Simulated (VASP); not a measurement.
A run of VASP 6.6.1 is set up as follows.

The input INCAR:

```
PREC = Accurate
ENCUT = 520
EDIFF = 1E-7
ISMEAR = 0
SIGMA = 0.1
LREAL = F
LASPH = T
NELM = 60
ALGO = Normal
ISIF = 2
LWAVE = F
LCHARG = F
GGA = PE
NBANDS = 31
```

The input KPOINTS:

```
regular mesh
0
Gamma
  12 12 6
```

The input POSCAR:

```
Si2Mo
1.0
    3.1685946525      0.0000000000      0.0000000000
    0.0000000000      3.1685946525      0.0000000000
    0.0000000000      0.0000000000      7.9179217416
Si Mo
4 2
Direct
    0.0000000000      0.0000000000      0.3349584105
    0.5000000000      0.5000000000      0.1650415895
    0.5000000000      0.5000000000      0.8349584105
    0.0000000000      0.0000000000      0.6650415895
    0.0000000000      0.0000000000      0.0000000000
    0.5000000000      0.5000000000      0.5000000000
```

Potentials or basis: VASP PAW PBE potentials, release 64 (Si, Mo_sv).

The run is started by

```console
$ cat potpaw_PBE.64/Si/POTCAR potpaw_PBE.64/Mo_sv/POTCAR > POTCAR
$ mpirun -np 1 vasp_std > vasp.out
```

(1) Estimate the pressure.

(2) Estimate the largest force.

## Answers

(1) 5.2 GPa.

(2) 0.011 eV/Å.

Caveat: the cell differs from its parent crystal (biaxial strain in the a-b plane: -1.5 %, then relaxed in part); the stress differs along the axes, from 0 to 8 GPa.
